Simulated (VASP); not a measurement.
Set up this calculation in VASP 6.6.1, as the native input.

| Quantity | Value |
| --- | --- |
| Task | single point |
| Functional | PBE |
| Potentials or basis | VASP PAW PBE potentials, release 64 (Ta_pv, Bi_d, O) |
| Cutoff | 520 eV |
| k mesh | 4 × 4 × 4 |
| Occupations | gaussian, width 0.1 eV |
| Spin | no spin polarisation |
| Dipole correction | no |
| Further INCAR settings | ALGO = Normal; EDIFF = 1e-06; NBANDS = 37 |

The structure of Ta2Bi2O lies in POSCAR:

```
Ta2Bi2O
1.0
    4.3295908900      0.0000000000      0.0000000000
    0.0000000000      4.3295908900      0.0000000000
    0.0000000000      0.0000000000      6.3325128000
Ta Bi O
2 2 1
Direct
    0.5000000000      0.5000000000      0.5000000000
    0.0000000000      0.0000000000      0.5000000000
    0.0000000000      0.5000000000      0.0000000000
    0.5000000000      0.0000000000      0.0000000000
    0.0000000000      0.0000000000      0.0000000000
```

The cell was built from a structure type or drawn by symmetry, and may not be a known phase.

These files were run (other wordings do the same):

INCAR

```
ALGO = Normal
EDIFF = 1E-6
ENCUT = 520
GGA = PE
ISIF = 2
ISMEAR = 0
LASPH = True
LCHARG = False
LREAL = False
LWAVE = False
NBANDS = 37
NELM = 60
PREC = Accurate
SIGMA = 0.1
```

KPOINTS

```
k-points
0
Gamma
  4 4 4
```

Potentials or basis: VASP PAW PBE potentials, release 64 (Ta_pv, Bi_d, O).

Run with:

```console
$ cat potpaw_PBE.64/Ta_pv/POTCAR potpaw_PBE.64/Bi_d/POTCAR potpaw_PBE.64/O/POTCAR > POTCAR
$ mpirun -np 1 vasp_std > vasp.out
```

Results of the run:

```json
{
  "Pressure": "3.7 GPa",
  "Band gap on the k mesh": "zero (bands 29 and 30 overlap by 1.20 eV)"
}
```

Caveat: the k points lie up to 0.36 Å⁻¹ apart, too coarse for converged energies and pressures of a metal; spin-orbit coupling is left out, which moves the levels of the heavy elements.

Wall time 34 s on 1 thread of Intel(R) Xeon(R) 6975P-C (Granite Rapids), on a shared host, peak memory 0.25 GiB.
